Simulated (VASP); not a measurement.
# Ti (P6_3/mmc) in VASP: a series of runs

The runs below take Ti through single point, with PBE.

All numbers are computed with VASP 6.6.1; they aren't measurements. Logs are shortened: lines on timing, memory, paths and dates and some standing lists are left out, and cuts for length are marked.

## 1. The cell of the first run

The structure is hexagonal, space group P6_3/mmc (No. 194). The conventional cell has a = 2.890 Å, b = 2.890 Å, c = 4.590 Å, α = 90.00°, β = 90.00°, γ = 120.00°. Within 3.7 Å of Ti (site symmetry -6m2) lie 12 Ti at 2.84 to 2.89 Å.

## 2. Single point, PBE (16.60 Å³/atom)

INCAR reads:

```
SYSTEM = Ti
ALGO     = Normal         ! electronic algorithm
EDIFF    = 1E-6           ! SCF threshold, eV
ENCUT    = 520            ! plane-wave cutoff, eV
GGA      = PE             ! functional
ISIF     = 2              ! what is computed and relaxed
ISMEAR   = -1             ! smearing method
LASPH    = .True.         ! aspherical terms in the spheres
LCHARG   = .False.        ! write CHGCAR
LREAL    = .False.        ! projectors in reciprocal space
LWAVE    = .False.        ! write WAVECAR
NBANDS   = 19             ! bands
NELM     = 80             ! most SCF steps
PREC     = Accurate       ! precision mode
SIGMA    = 0.08           ! smearing width, eV
```

KPOINTS reads:

```
k-points
0
Gamma
  13 13 7
  0 0 0
```

POSCAR reads:

```
Ti
1.0
    2.8897769248      0.0000000000      0.0000000000
   -1.4448884624      2.5026202281      0.0000000000
    0.0000000000      0.0000000000      4.5903405054
Ti
2
Direct
    0.3333333333      0.6666666667      0.2500000000
    0.6666666667      0.3333333333      0.7500000000
```

Potentials or basis: VASP PAW PBE potentials, release 64 (Ti_sv).

Started as:

```bash
$ cat potpaw_PBE.64/Ti_sv/POTCAR > POTCAR
$ mpirun -np 1 vasp_std > vasp.out
```

OUTCAR:

```text
SYSTEM = Ti
   EDIFF = 1E-6
   ENCUT = 520
   GGA = PE
   ISIF = 2
   ISMEAR = -1
   LASPH = .True.
   LREAL = .False.
   NELM = 80
   PREC = Accurate

 ion  position               nearest neighbor table
   1  0.333  0.667  0.250-   2 2.84   2 2.84   2 2.84   2 2.84   2 2.84   2 2.84
   2  0.667  0.333  0.750-   1 2.84   1 2.84   1 2.84   1 2.84   1 2.84   1 2.84

  LATTYP: Found a hexagonal cell.
 ALAT       =     2.8897769248
 C/A-ratio  =     1.5884757284

  Lattice vectors:

 A1 = (   2.8897769248,   0.0000000000,   0.0000000000)
 A2 = (  -1.4448884624,   2.5026202281,   0.0000000000)
 A3 = (   0.0000000000,   0.0000000000,   4.5903405054)

Analysis of symmetry for initial positions (statically):
=====================================================================
 Subroutine PRICEL returns:
 Original cell was already a primitive cell.

 Routine SETGRP: Setting up the symmetry group for a
 hexagonal supercell.

 Subroutine GETGRP returns: Found 24 space group operations
 (whereof 12 operations were pure point group operations)
 out of a pool of 24 trial point group operations.

The static configuration has the point symmetry D_3d.
 The point group associated with its full space group is D_6h.

Analysis of symmetry for dynamics (positions and initial velocities):
=====================================================================
 Subroutine PRICEL returns:
 Original cell was already a primitive cell.

 Routine SETGRP: Setting up the symmetry group for a
 hexagonal supercell.

 Subroutine GETGRP returns: Found 24 space group operations
 (whereof 12 operations were pure point group operations)
 out of a pool of 24 trial point group operations.

The dynamic configuration has the point symmetry D_3d.
 The point group associated with its full space group is D_6h.

 Subroutine INISYM returns: Found 24 space group operations
 (whereof 12 operations are pure point group operations),
 and found     1 'primitive' translations

----------------------------------------------------------------------------------------

                                     Primitive cell

  volume of cell :      33.1974

  direct lattice vectors                    reciprocal lattice vectors
     2.889776925  0.000000000  0.000000000     0.346047472  0.199790601  0.000000000
    -1.444888462  2.502620228  0.000000000     0.000000000  0.399581202  0.000000000
     0.000000000  0.000000000  4.590340505     0.000000000  0.000000000  0.217848763

  length of vectors
     2.889776925  2.889776925  4.590340505     0.399581202  0.399581202  0.217848763

  position of ions in fractional coordinates (direct lattice)
     0.333333333  0.666666667  0.250000000
     0.666666667  0.333333333  0.750000000

  ion indices of the primitive-cell ions
   primitive index   ion index
                 1           1
                 2           2

----------------------------------------------------------------------------------------

 KPOINTS: k-points

Automatic generation of k-mesh.
 Grid dimensions read from file:
 generate k-points for:   13   13    7

 Generating k-lattice:

  Cartesian coordinates                     Fractional coordinates (reciprocal lattice)
     0.026619036  0.015368508  0.000000000     0.076923077 -0.000000000  0.000000000
     0.000000000  0.030737016  0.000000000     0.000000000  0.076923077  0.000000000
     0.000000000  0.000000000  0.031121252     0.000000000  0.000000000  0.142857143

  Length of vectors
     0.030737016  0.030737016  0.031121252

  Shift w.r.t. Gamma in fractional coordinates (k-lattice)
     0.000000000  0.000000000  0.000000000

 Subroutine IBZKPT returns following result:
 ===========================================

 Found     84 irreducible k-points:

 Following reciprocal coordinates:
            Coordinates               Weight
  0.000000  0.000000  0.000000      1.000000
  0.076923  0.000000  0.000000      6.000000
  0.153846  0.000000  0.000000      6.000000
  0.230769  0.000000  0.000000      6.000000
  0.307692  0.000000  0.000000      6.000000
  0.384615 -0.000000  0.000000      6.000000
[... 16 lines left out ...]
  0.076923  0.000000  0.142857     12.000000
  0.153846  0.000000  0.142857     12.000000
 [... further k-points ...]
   k-points           NKPTS =     84   k-points in BZ     NKDIM =     84   number of bands    NBANDS=     19
   number of dos      NEDOS =    301   number of ions     NIONS =      2
   total plane-waves  NPLWV =  20736
   dimension x,y,z NGX =    24 NGY =   24 NGZ =   36
   dimension x,y,z NGXF=    48 NGYF=   48 NGZF=   72
   ions per type =               2
   NGX,Y,Z   is equivalent  to a cutoff of  13.81, 13.81, 13.04 a.u.
   NGXF,Y,Z  is equivalent  to a cutoff of  27.61, 27.61, 26.08 a.u.
 SYSTEM =  Ti
   PREC   = accura    normal or accurate (medium, high low for compatibility)
   ISTART =      0    job   : 0-new  1-cont  2-samecut
   ICHARG =      2    charge: 1-file 2-atom 10-const
   ISPIN  =      1    spin polarized calculation?
   LNONCOLLINEAR =      F non collinear calculations
   LSORBIT =      F    spin-orbit coupling
   LASPH  =      T    aspherical Exc in radial PAW
   ENCUT  =  520.0 eV  38.22 Ry    6.18 a.u.   5.37  5.37  8.53*2*pi/ulx,y,z
   NELM   =     80;   NELMIN=  2; NELMDL= -5     # of ELM steps
   EDIFF  = 0.1E-05   stopping-criterion for ELM
   LREAL  =      F    real-space projection
   EDIFFG = 0.1E-04   stopping-criterion for IOM
   NSW    =      0    number of steps for IOM
   IBRION =     -1    ionic relax: 0-MD 1-quasi-New 2-CG
   NFREE  =      0    steps in history (QN), initial steepest desc. (CG)
   ISIF   =      2    stress and relaxation
   ISYM   =      2    0-nonsym 1-usesym 2-fastsym
   POTIM  = 0.5000    time-step for ionic-motion
   TEBEG  =    0.0;   TEEND  =   0.0 temperature during run
   PSTRESS=    0.0 pullay stress
   NELECT =      24.0000    total number of electrons
   NUPDOWN=      -1.0000    fix difference up-down
   EMIN   =  10.00;   EMAX   =-10.00  energy-range for DOS
   EFERMI =   0.00;   METHOD = LEGACY
   ISMEAR =    -1;   SIGMA  =   0.08  broadening in eV -4-tet -1-fermi 0-gaus
   EFERMI_NEDOS =   21; number of points for ismear=-14 and -15
   IALGO  =     38    algorithm
   IMIX   =      4    mixing-type and parameters
     AMIX     =   0.40;   BMIX     =  1.00
     AMIX_MAG =   1.60;   BMIX_MAG =  1.00
  volume/ion in A,a.u.               =      16.60       112.01
  Fermi-wavevector in a.u.,A,eV,Ry     =   1.469300  2.776575 29.372841  2.158843
  Thomas-Fermi vector in A             =   2.584694
   LORBIT       =      0    0 simple, 1 ext, 2 COOP (PROOUT), +10 PAW based schemes
   GGA     = PE    functional components
   LHFCALC =     F    Hartree Fock is set to
   AEXX    =    0.0000 exact exchange contribution
   IVDW    =     0    specifies the selected vdW correction
   LEPSILON=     F    determine dielectric tensor
   LRPA    =     F    only Hartree local field effects (RPA)
 non-spin polarized calculation
  energy-cutoff  :      520.00
  volume of cell :       33.20
 maximum number of plane-waves:       911
 NGX is ok and might be reduce to    24
   NGX = 11   NGY = 11   NGZ = 17

 number of electron      24.0000001 magnetization

 Free energy of the ion-electron system (eV)
  ---------------------------------------------------
  ext. energy  EPLUGINS =         0.00000000
  ---------------------------------------------------
  free energy    TOTEN  =       -15.66878340 eV

  energy without entropy =      -15.62305770  energy(sigma->0) =      -15.64592055

 E-fermi :   8.8160     XC(G=0): -11.7125

 val. band max:        8.8107378051   @ k =   0.0769   0.0769   0.4286
 cond. band min:       8.8163502164   @ k =   0.0000   0.0000   0.4286
 fundamental gap:      0.0056124113
 Fermi energy:         8.8159642121

 k-point     1 :       0.0000    0.0000    0.0000
  band No.  band energies     occupation
      1     -47.9570      2.00000
      2     -47.7946      2.00000
      3     -24.5930      2.00000
      4     -23.8600      2.00000
      5     -23.8600      2.00000
      6     -23.7783      2.00000
[... 11 lines left out ...]
     18      10.5487      0.00000
     19      12.1592      0.00000

 k-point     2 :       0.0769    0.0000    0.0000
  band No.  band energies     occupation
      1     -47.9500      2.00000
      2     -47.7917      2.00000
      3     -24.5779      2.00000
      4     -23.8912      2.00000
      5     -23.8704      2.00000
      6     -23.7845      2.00000
[... 11 lines left out ...]
     18      10.4500      0.00000
     19      12.2122      0.00000

 k-point     3 :       0.1538    0.0000    0.0000
  band No.  band energies     occupation
      1     -47.9302      2.00000
      2     -47.7842      2.00000
      3     -24.5346      2.00000
      4     -23.9782      2.00000
      5     -23.8982      2.00000
      6     -23.8674      2.00000
[... 11 lines left out ...]
     18      10.5849      0.00000
     19      12.3278      0.00000

 k-point     4 :       0.2308    0.0000    0.0000
  band No.  band energies     occupation
      1     -47.9012      2.00000
      2     -47.7744      2.00000
      3     -24.4684      2.00000
      4     -24.1020      2.00000
      5     -23.9878      2.00000
      6     -23.9359      2.00000
[... 11 lines left out ...]
     18      11.0662      0.00000
     19      12.4424      0.00000

 k-point     5 :       0.3077    0.0000    0.0000
  band No.  band energies     occupation
      1     -47.8683      2.00000
      2     -47.7661      2.00000
      3     -24.3881      2.00000
      4     -24.2344      2.00000
      5     -24.1110      2.00000
      6     -23.9746      2.00000
[... 11 lines left out ...]
     18      11.6316      0.00000
     19      12.5271      0.00000
[... 334 lines left out ...]
      2     -47.7712      2.00000
      3     -24.3127      2.00000
      4     -24.2012      2.00000
      5     -24.1592      2.00000
      6     -24.1376      2.00000
[... 11 lines left out ...]
     18      12.3077      0.00000
     19      14.6466      0.00000

 k-point    22 :       0.0000    0.0000    0.1429
  band No.  band energies     occupation
      1     -47.9491      2.00000
      2     -47.8028      2.00000
      3     -24.5543      2.00000
      4     -23.8544      2.00000
      5     -23.8544      2.00000
      6     -23.8205      2.00000
[... 11 lines left out ...]
     18      10.7422      0.00000
     19      12.1685      0.00000

 k-point    23 :       0.0769    0.0000    0.1429
  band No.  band energies     occupation
      1     -47.9423      2.00000
      2     -47.7997      2.00000
      3     -24.5411      2.00000
      4     -23.8848      2.00000
      5     -23.8645      2.00000
      6     -23.8380      2.00000
[... 11 lines left out ...]
     18      10.6930      0.00000
     19      12.2114      0.00000

 k-point    24 :       0.1538    0.0000    0.1429
  band No.  band energies     occupation
      1     -47.9231      2.00000
      2     -47.7915      2.00000
      3     -24.5040      2.00000
      4     -23.9696      2.00000
      5     -23.9075      2.00000
      6     -23.8915      2.00000
[... 11 lines left out ...]
     18      10.7058      0.00000
     19      12.3039      0.00000

 [... further k-points ...]

------------------------ aborting loop because EDIFF is reached ----------------------------------------

  FORCE on cell =-STRESS in cart. coord.  units (eV):
  Direction    XX          YY          ZZ          XY          YZ          ZX
  --------------------------------------------------------------------------------------
  -------------------------------------------------------------------------------------
  Total        1.1415952      1.1415952      1.0998213      0.0000000     -0.0000000      0.0000000
  in kB       55.0958059     55.0958059     53.0797113      0.0000000     -0.0000000      0.0000000
  external PRESSURE =      54.4237744 kB  Pullay stress =       0.0000000 kB

 VOLUME and BASIS-vectors are now :
 -----------------------------------------------------------------------------
  energy-cutoff  :      520.00
  volume of cell :       33.20
      direct lattice vectors                 reciprocal lattice vectors
     2.889776925  0.000000000  0.000000000     0.346047472  0.199790601  0.000000000
    -1.444888462  2.502620228  0.000000000     0.000000000  0.399581202  0.000000000
     0.000000000  0.000000000  4.590340505     0.000000000  0.000000000  0.217848763

 POSITION                                       TOTAL-FORCE (eV/Angst)
 -----------------------------------------------------------------------------------
     -0.00000      1.66841      1.14759        -0.000000     -0.000000      0.000000
      1.44489      0.83421      3.44276         0.000000      0.000000      0.000000
 -----------------------------------------------------------------------------------
    total drift:                                0.000000     -0.000000      0.000000

  FREE ENERGIE OF THE ION-ELECTRON SYSTEM (eV)
  ---------------------------------------------------
  free  energy   TOTEN  =       -15.6687834039 eV

  energy  without entropy=      -15.6230576973  energy(sigma->0) =      -15.64592055
```

Run time: 56 s. Hardware: 1 thread of Intel Xeon 8259CL, shared host; peak memory 0.18 GiB.

Results:

```
Free energy            : -15.6688 eV
Pressure               : 5.4 GPa
Band gap on the k mesh : zero (bands 12 and 13 overlap by 1.14 eV)
```

Caveat: the cell stands under pressure.

## 3. Single point, PBE (16.95 Å³/atom)

This run uses another cell than the first one, of 16.95 Å³/atom.

INCAR reads:

```
SYSTEM = Ti
PREC = Accurate
ENCUT = 520
EDIFF = 1E-6
ISMEAR = -1
SIGMA = 0.08
LREAL = .FALSE.
LASPH = .TRUE.
NELM = 80
ALGO = Normal
ISIF = 2
LWAVE = .FALSE.
LCHARG = .FALSE.
GGA = PE
NBANDS = 19
```

KPOINTS reads:

```
Automatic mesh
0
G
  13 13 7
  0 0 0
```

POSCAR reads:

```
Ti
1.0
    2.9101281370      0.0000000000      0.0000000000
   -1.4550640685      2.5202448949      0.0000000000
    0.0000000000      0.0000000000      4.6226679121
Ti
2
Direct
    0.3333333333      0.6666666667      0.2500000000
    0.6666666667      0.3333333333      0.7500000000
```

Potentials or basis: VASP PAW PBE potentials, release 64 (Ti_sv).

Started as:

```bash
$ cat potpaw_PBE.64/Ti_sv/POTCAR > POTCAR
$ mpirun -np 1 vasp_std > vasp.out
```

OUTCAR:

```text
SYSTEM = Ti
   PREC = Accurate
   ENCUT = 520
   EDIFF = 1E-6
   ISMEAR = -1
   LREAL = .FALSE.
   LASPH = .TRUE.
   NELM = 80
   ISIF = 2
   GGA = PE

 ion  position               nearest neighbor table
   1  0.333  0.667  0.250-   2 2.86   2 2.86   2 2.86   2 2.86   2 2.86   2 2.86
   2  0.667  0.333  0.750-   1 2.86   1 2.86   1 2.86   1 2.86   1 2.86   1 2.86

  LATTYP: Found a hexagonal cell.
 ALAT       =     2.9101281370
 C/A-ratio  =     1.5884757284

  Lattice vectors:

[... 716 lines left out ...]

------------------------ aborting loop because EDIFF is reached ----------------------------------------

  FORCE on cell =-STRESS in cart. coord.  units (eV):
  Direction    XX          YY          ZZ          XY          YZ          ZX
  --------------------------------------------------------------------------------------
  -------------------------------------------------------------------------------------
  Total        0.6137248      0.6137248      0.5545826      0.0000000      0.0000000      0.0000000
  in kB       29.0025846     29.0025846     26.2077213      0.0000000      0.0000000      0.0000000
  external PRESSURE =      28.0709635 kB  Pullay stress =       0.0000000 kB

 VOLUME and BASIS-vectors are now :
 -----------------------------------------------------------------------------
  energy-cutoff  :      520.00
  volume of cell :       33.90
      direct lattice vectors                 reciprocal lattice vectors
     2.910128137  0.000000000  0.000000000     0.343627481  0.198393418  0.000000000
    -1.455064069  2.520244895  0.000000000     0.000000000  0.396786837  0.000000000
     0.000000000  0.000000000  4.622667912     0.000000000  0.000000000  0.216325295

 POSITION                                       TOTAL-FORCE (eV/Angst)
 -----------------------------------------------------------------------------------
     -0.00000      1.68016      1.15567         0.000000      0.000000      0.000000
      1.45506      0.84008      3.46700        -0.000000     -0.000000      0.000000
 -----------------------------------------------------------------------------------
    total drift:                               -0.000000      0.000000     -0.000000

  FREE ENERGIE OF THE ION-ELECTRON SYSTEM (eV)
  ---------------------------------------------------
  free  energy   TOTEN  =       -15.6869352525 eV

  energy  without entropy=      -15.6402898517  energy(sigma->0) =      -15.66361255
```

OSZICAR:

```text
N       E                     dE             d eps       ncg     rms          rms(c)
DAV:   1     0.262780291766E+03    0.26278E+03   -0.13135E+04  3208   0.159E+03
DAV:   2     0.123284629105E+02   -0.25045E+03   -0.24638E+03  3279   0.442E+02
DAV:   3    -0.163645126207E+02   -0.28693E+02   -0.28363E+02  5906   0.123E+02
DAV:   4    -0.176246646702E+02   -0.12602E+01   -0.12580E+01  3693   0.262E+01
DAV:   5    -0.176809623033E+02   -0.56298E-01   -0.56293E-01  4681   0.405E+00    0.121E+01
DAV:   6    -0.156797443153E+02    0.20012E+01   -0.71696E+00  3702   0.272E+01    0.310E+00
DAV:   7    -0.156656418529E+02    0.14102E-01   -0.70952E-01  4839   0.621E+00    0.209E+00
DAV:   8    -0.156946415282E+02   -0.29000E-01   -0.20641E-01  3442   0.521E+00    0.734E-01
DAV:   9    -0.156864741827E+02    0.81673E-02   -0.44786E-02  3585   0.219E+00    0.711E-02
DAV:  10    -0.156869207654E+02   -0.44658E-03   -0.35457E-03  4620   0.349E-01    0.772E-02
DAV:  11    -0.156869486785E+02   -0.27913E-04   -0.94800E-05  4075   0.708E-02    0.401E-02
DAV:  12    -0.156869348398E+02    0.13839E-04   -0.42047E-05  3466   0.574E-02    0.263E-03
DAV:  13    -0.156869352525E+02   -0.41274E-06   -0.10482E-06  2314   0.989E-03
   1 F= -.15686935E+02 E0= -.15663613E+02  d E =-.466454E-01
```

stdout:

```text
POSCAR found type information on POSCAR Ti
 POSCAR found :  1 types and       2 ions
 scaLAPACK will be used
 LDA part: xc-table for (Slater+PW92), standard interpolation
 POSCAR, INCAR and KPOINTS ok, starting setup
 FFT: planning ... GRIDC
 FFT: planning ... GRID_SOFT
 FFT: planning ... GRID
 WAVECAR not read
 entering main loop
```

It took 64 s on 1 thread of Intel Xeon 8259CL, shared host; peak memory 0.18 GiB.

What came out:

```
Free energy            : -15.6869 eV
Pressure               : 2.8 GPa
Band gap on the k mesh : zero (bands 12 and 13 overlap by 1.13 eV)
```

[end of part 1 of 2]
